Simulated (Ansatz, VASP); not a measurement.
# Nb: VASP beside Ansatz

File INCAR:

```
ALGO = Fast
EDIFF = 1E-7
ENCUT = 520
GGA = CA
ISIF = 2
ISMEAR = 0
LASPH = True
LCHARG = True
LELF = True
LREAL = False
LVHAR = True
LWAVE = False
NBANDS = 12
NELM = 100
PREC = Accurate
SIGMA = 0.15
```

File KPOINTS:

```
k-points
0
Gamma
  22 22 22
```

POSCAR

```
Nb
1.0
    0.0000000000      1.9902912011      2.3883494413
    1.9902912011      0.0000000000      2.3883494413
    1.9902912011      1.9902912011      0.0000000000
Nb
1
Direct
    0.0000000000      0.0000000000      0.0000000000
```

Input for Ansatz:

```yaml
crystal:
  lattice:
    - [0.0, 1.9902912011, 2.3883494413]
    - [1.9902912011, 0.0, 2.3883494413]
    - [1.9902912011, 1.9902912011, 0.0]
  atoms:
    - { symbol: Nb, position: [0.0, 0.0, 0.0] }
basis:
  ecutwfc: 420
kpoints:
  mp_grid: { grid: [22, 22, 22] }
hamiltonian:
  xc: lda
scf:
  occupations: { method: gaussian, width: 0.15 }
output:
  forces: true
  stress: true
  eigenvalues: true
```

Alike in both runs: task single point; functional LDA; k mesh 22 × 22 × 22; occupations gaussian, width 0.15 eV; no spin polarisation.

|  | VASP | Ansatz |
| --- | --- | --- |
| version | VASP 6.6.1 | Ansatz 0.2.0 |
| potentials or method | VASP PAW LDA potentials, release 64 (Nb_sv), cutoff 520 eV | scalar-relativistic, plane waves, PAW |
| valence electrons in the cell | 13 | 13 |

|  | VASP | Ansatz | Ansatz less VASP |
| --- | --- | --- | --- |
| gap on the k mesh at the Fermi level (eV) | none | none | - |
| pressure (GPa) | -13.0 | -12.9 | +0.07 |
| traceless stress, the component that is largest in VASP (GPa) | 6.41 | 6.40 | -0.008 |

LDA's correlation is that of Perdew and Zunger in VASP and of Perdew and Wang (1992) in Ansatz. A gap of «none» marks a metal or a gap that the smearing closes.
